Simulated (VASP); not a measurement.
# NaAl18: single point with PBE

Slab: NaAl18, a slab with vacuum.

```
Al Na
1.0
     5.72757    0.00000    0.00000
     4.29567    7.44032    0.00000
     0.00000    0.00000   15.67654
Al Na
18 1
Direct
  0.16667 0.11111 0.06379
  0.66667 0.11111 0.06379
  0.16667 0.44444 0.06379
  0.66667 0.44444 0.06379
  0.16667 0.77778 0.06379
  0.66667 0.77778 0.06379
  0.83529 0.22127 0.21391
  0.33287 0.22128 0.21361
  0.83409 0.55476 0.21370
  0.33281 0.55605 0.21436
  0.83223 0.89007 0.21366
  0.33299 0.88964 0.21346
  0.00105 0.99952 0.36490
  0.49846 0.00078 0.36402
  0.99996 0.33299 0.36614
  0.50517 0.32673 0.36155
  0.99186 0.67019 0.36163
  0.50301 0.66980 0.36149
  0.33538 0.55427 0.52360
```

```
Program                : VASP 6.6.1
Task                   : single point
Functional             : PBE
Potentials or basis    : VASP PAW PBE potentials, release 64 (Al, Na_pv)
Cutoff                 : 520 eV
k mesh                 : 3 × 2 × 1
Occupations            : fermi-dirac, width 0.1 eV
Spin                   : no spin polarisation
Dipole correction      : no
Further INCAR settings : LREAL = Auto; ALGO = Normal; EDIFF = 1e-06; NBANDS = 46
```

- Largest force: 0.043 eV/Å

Forces on the atoms (eV/Å):
```
Al   0.003 -0.019 -0.039
Al   0.000  0.000 -0.010
Al   0.009 -0.011  0.026
Al  -0.013 -0.004  0.018
Al   0.009  0.018  0.023
Al  -0.008  0.019 -0.008
Al   0.000 -0.001 -0.003
Al   0.000 -0.002 -0.007
Al   0.001  0.001 -0.003
Al   0.001  0.002 -0.004
Al   0.001  0.000 -0.006
Al   0.001  0.001 -0.010
Al   0.000  0.000  0.007
Al   0.000  0.004  0.005
Al  -0.002 -0.001  0.006
Al   0.001 -0.005  0.002
Al   0.001  0.004  0.002
Al  -0.002 -0.001  0.002
Na   0.000 -0.003 -0.001
```

Levels at points of the mesh, in eV from the Fermi level:
```
           k point  band 29  band 30  band 31  band 32  band 33  band 34
(0.00, 0.00, 0.00)    -0.17    -0.13    -0.11    -0.04     0.09     0.14
(0.00, 0.50, 0.00)    -0.32    -0.16    -0.13    -0.10    -0.09     0.33
```

Wall time 2.4 min on 1 thread of Intel(R) Xeon(R) 6975P-C (Granite Rapids), with other jobs on the host, peak memory 0.7 GiB.

Caveat: the k points lie up to 0.42 Å⁻¹ apart.
